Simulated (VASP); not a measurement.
Wanted: the native input for a VASP 6.6.1 run.

```yaml
Task: single point
Functional: LDA
Potentials_or_basis: VASP PAW LDA potentials, release 64 (Rh_pv)
Cutoff: 400 eV
k_mesh: 15 × 15 × 1
Occupations: gaussian, width 0.1 eV
Spin: no spin polarisation
Dipole_correction: yes
Further_INCAR_settings: ALGO = Normal; EDIFF = 1e-06; NBANDS = 54; NELMDL = -8
```

The structure of Rh lies in POSCAR:

```
Rh
1.0
    2.6542592381      0.0000000000      0.0000000000
   -1.3271296191      2.2986559285      0.0000000000
    0.0000000000      0.0000000000     25.8359679642
Rh
6
Direct
    0.6666666667      0.3333333333      0.2902929749
    0.3333333333      0.6666666667      0.3741757849
    0.0000000000      0.0000000000      0.4580585950
    0.6666666667      0.3333333333      0.5419414050
    0.3333333333      0.6666666667      0.6258242151
    0.0000000000      0.0000000000      0.7097070251
```

The input as run:

INCAR

```
PREC = Accurate
ENCUT = 400
EDIFF = 1E-6
ISMEAR = 0
SIGMA = 0.1
LREAL = F
LASPH = T
NELM = 120
ALGO = Normal
ISIF = 2
LWAVE = F
LCHARG = T
LDIPOL = T
IDIPOL = 3
DIPOL = 0.5 0.5 0.500
GGA = CA
LELF = T
LVHAR = T
LVACPOTAV = T
NBANDS = 54
GGA_COMPAT = F
NELMDL = -8
```

KPOINTS

```
Automatic mesh
0
Gamma
  15 15 1
```

Potentials or basis: VASP PAW LDA potentials, release 64 (Rh_pv).

The run is started by

```sh
$ cat potpaw_LDA.64/Rh_pv/POTCAR > POTCAR
$ mpirun -np 1 vasp_std > vasp.out
```

Results of the run:

```yaml
Largest_force: 0.338 eV/Å
Band_gap_on_the_k_mesh: zero (bands 45 and 46 overlap by 1.78 eV)
```

It took 12 min on 1 thread of Intel Xeon 8259CL, on a shared host, peak memory 0.25 GiB.
